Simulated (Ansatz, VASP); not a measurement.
## TaF3 in VASP and in Ansatz

```
Ta F
1.0
     3.95027   -0.42272   -0.42272
    -0.42272    3.95027   -0.42272
    -0.42272   -0.42272    3.95027
Ta F
1 3
Cartesian
  0.0000 0.0000 0.0000
  1.9751 -0.2114 -0.2114
  -0.2114 1.9751 -0.2114
  -0.2114 -0.2114 1.9751
```

Alike in both runs: task single point; functional PBEsol; k mesh 14 × 14 × 14; occupations gaussian, width 0.15 eV; no spin polarisation.

|  | VASP | Ansatz |
| --- | --- | --- |
| version | VASP 6.6.1 | Ansatz 0.2.0 |
| potentials or method | VASP PAW PBE potentials, release 64 (Ta_pv, F), cutoff 520 eV | scalar-relativistic, plane waves, PAW |
| valence electrons in the cell | 32 | 34 |

|  | VASP | Ansatz | Ansatz less VASP |
| --- | --- | --- | --- |
| gap on the k mesh at the Fermi level (eV) | none | none | - |
| pressure (GPa) | 7.4 | 7.1 | -0.25 |
| traceless stress, the component that is largest in VASP (GPa) | -0.98 | -0.89 | +0.095 |

VASP's potentials were made for PBE, not for PBEsol. A gap of «none» marks a metal or a gap that the smearing closes. VASP's potentials hold 32 valence electrons a cell and Ansatz's 34, so a difference there can come from the potentials and not from the codes.

Spin-orbit coupling is off throughout.
